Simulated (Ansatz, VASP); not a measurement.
## One calculation of TiS2, two programs

```
CELL_PARAMETERS angstrom
3.31513 0.00000 0.00000
-1.65757 2.87099 0.00000
0.00000 0.00000 5.44724
ATOMIC_POSITIONS crystal
Ti 0.00000 0.00000 0.00000
S 0.33333 0.66667 0.26090
S 0.66667 0.33333 0.73910
```

Alike in both runs: functional LDA; k mesh 15 × 15 × 8; occupations gaussian, width 0.1 eV; no spin polarisation.

Ansatz relaxed the structure, and its values are those at the end. VASP's run is a single point on that final structure, the one shown.

|  | VASP | Ansatz |
| --- | --- | --- |
| version | VASP 6.6.1 | Ansatz 0.2.0 |
| potentials or method | VASP PAW LDA potentials, release 64 (Ti_sv, S), cutoff 500 eV | scalar-relativistic, plane waves, PAW |
| valence electrons in the cell | 24 | 24 |

|  | VASP | Ansatz | Ansatz less VASP |
| --- | --- | --- | --- |
| gap on the k mesh at the Fermi level (eV) | none | none | - |
| pressure (GPa) | 0.0 | 0.0 | -0.06 |
| rms of the force components (eV/Å) | 0.007 | 0.000 | -0.0071 |

LDA's correlation is that of Perdew and Zunger in VASP and of Perdew and Wang (1992) in Ansatz. A gap of «none» marks a metal or a gap that the smearing closes.
